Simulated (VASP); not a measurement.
GaSn3:

```
Ga Sn
1.0
     0.00000    3.70596    3.70596
     3.70596    0.00000    3.70596
     3.70596    3.70596    0.00000
Ga Sn
1 3
Direct
  0.00000 0.00000 0.00000
  0.25000 0.25000 0.25000
  0.75000 0.75000 0.75000
  0.50000 0.50000 0.50000
```

| Property | Result |
| --- | --- |
| Program | VASP 6.6.1 |
| Task | relaxation of cell and atoms |
| Functional | PBEsol |
| Potentials or basis | VASP PAW PBE potentials, release 64 (Ga_d, Sn_d) |
| Cutoff | 600 eV |
| k mesh | 5 × 5 × 5 |
| Occupations | fermi-dirac, width 0.1 eV |
| Spin | no spin polarisation |

At the start: pressure -2.7 GPa; volume 25.45 Å³/atom.

**Question.** Where does the relaxation end?

**Answer.** Over 3 steps the energy falls by 12.7 meV/atom and the volume is 24.00 Å³/atom (-5.7 %); space group Fm-3m (No. 225, to 0.05 Å).

Step by step:
```tsv
step	energy change (eV)	largest force (eV/Å)	pressure (GPa)	volume (Å³)
1	0.0000	0.0000	-2.67	101.80
2	-0.0506	0.0000	0.18	95.68
3	-0.0508	0.0000	0.00	96.01
```

Final structure:
```xyz
4
Lattice="0.0000 3.6344 3.6344 3.6344 0.0000 3.6344 3.6344 3.6344 0.0000" Properties=species:S:1:pos:R:3 pbc="T T T"
Ga    0.0000    0.0000    0.0000
Sn    1.8172    1.8172    1.8172
Sn    5.4515    5.4515    5.4515
Sn    3.6344    3.6344    3.6344
```

Caveat: the PAW data sets were made with another functional, which shifts forces and pressure a little.
